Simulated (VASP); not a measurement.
Set up this calculation in VASP 6.6.1, as the native input.

| Property | Result |
| --- | --- |
| Task | single point |
| Functional | PBEsol |
| Potentials or basis | VASP PAW PBE potentials, release 64 (Sc_sv, Al) |
| Cutoff | 520 eV |
| k mesh | 8 × 8 × 8 |
| Occupations | fermi-dirac, width 0.3 eV |
| Spin | no spin polarisation |
| Dipole correction | no |
| Further INCAR settings | ALGO = Normal; EDIFF = 1e-06; NBANDS = 26 |

The structure of ScAl2 lies in POSCAR:

```
ScAl2
1.0
    0.0000000000      3.7776526849      3.7776526849
    3.7776526849      0.0000000000      3.7776526849
    3.7776526849      3.7776526849      0.0000000000
Sc Al
2 4
Direct
    0.5000000000      0.5000000000      0.5000000000
    0.7500000000      0.7500000000      0.7500000000
    0.1250000000      0.1250000000      0.1250000000
    0.6250000000      0.1250000000      0.1250000000
    0.1250000000      0.6250000000      0.1250000000
    0.1250000000      0.1250000000      0.6250000000
```

One way to write it, as run:

INCAR

```
SYSTEM = ScAl2
PREC     = Accurate       ! precision mode
ENCUT    = 520            ! plane-wave cutoff, eV
EDIFF    = 1E-6           ! SCF threshold, eV
ISMEAR   = -1             ! smearing method
SIGMA    = 0.3            ! smearing width, eV
LREAL    = .FALSE.        ! projectors in reciprocal space
LASPH    = .TRUE.         ! aspherical terms in the spheres
NELM     = 60             ! most SCF steps
ALGO     = Normal         ! electronic algorithm
ISIF     = 2              ! what is computed and relaxed
LWAVE    = .FALSE.        ! write WAVECAR
LCHARG   = .FALSE.        ! write CHGCAR
GGA      = PS             ! functional
NBANDS   = 26             ! bands
```

KPOINTS

```
Automatic mesh
0
G
  8 8 8
  0 0 0
```

Potentials or basis: VASP PAW PBE potentials, release 64 (Sc_sv, Al).

Launch:

```sh
$ cat potpaw_PBE.64/Sc_sv/POTCAR potpaw_PBE.64/Al/POTCAR > POTCAR
$ mpirun -np 1 vasp_std > vasp.out
```

It gave:

| Quantity | Value |
| --- | --- |
| Pressure | -0.4 GPa |
| Band gap on the k mesh | zero (bands 17 and 18 overlap by 2.40 eV) |

Caveat: so wide a smearing shifts energies and pressures; the PAW data sets were made with another functional, which shifts forces and pressure a little.

It took 3.4 min on 1 thread of Intel Xeon 8259CL, on a shared host, peak memory 0.27 GiB.
